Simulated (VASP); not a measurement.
H:

```
H
1.0
     2.01500    0.00000    0.00000
    -1.00750    1.74504    0.00000
     0.00000    0.00000    3.23700
H
2
Direct
  0.33333 0.66667 0.25000
  0.66667 0.33333 0.75000
```

Base run:

```yaml
Program: VASP 6.6.1
Functional: LDA
Potentials_or_basis: VASP PAW LDA potentials, release 64 (H)
Cutoff: 500 eV
k_mesh: 13 × 13 × 7
Occupations: fermi-dirac, width 0.03 eV
Spin: no spin polarisation
```

Its results: band gap on the k mesh zero (bands 1 and 2 overlap by 8.84 eV); pressure -25.9 GPa.

**Question.** After a change of settings the same cell gave: band gap on the k mesh zero (bands 1 and 2 overlap by 8.84 eV); pressure -26.5 GPa. Which change was it?
A. functional from LDA to PBE; potentials or basis from VASP PAW LDA potentials, release 64 (H) to VASP PAW PBE potentials, release 64 (H)
B. functional from LDA to r2SCAN; potentials or basis from VASP PAW LDA potentials, release 64 (H) to VASP PAW PBE potentials, release 64 (H); cutoff from 500 eV to 550 eV
C. cutoff from 500 eV to 400 eV; further incar settings from ALGO = Normal; EDIFF = 1e-06; NBANDS = 8 to ALGO = Normal; EDIFF = 1e-08; NBANDS = 8
D. functional from LDA to PBEsol; potentials or basis from VASP PAW LDA potentials, release 64 (H) to VASP PAW PBE potentials, release 64 (H)

**Answer.** C.

Caveats: the cell stands under tension; the atoms stand far beyond bonding distance, and open shells without spin polarisation read as a metal.
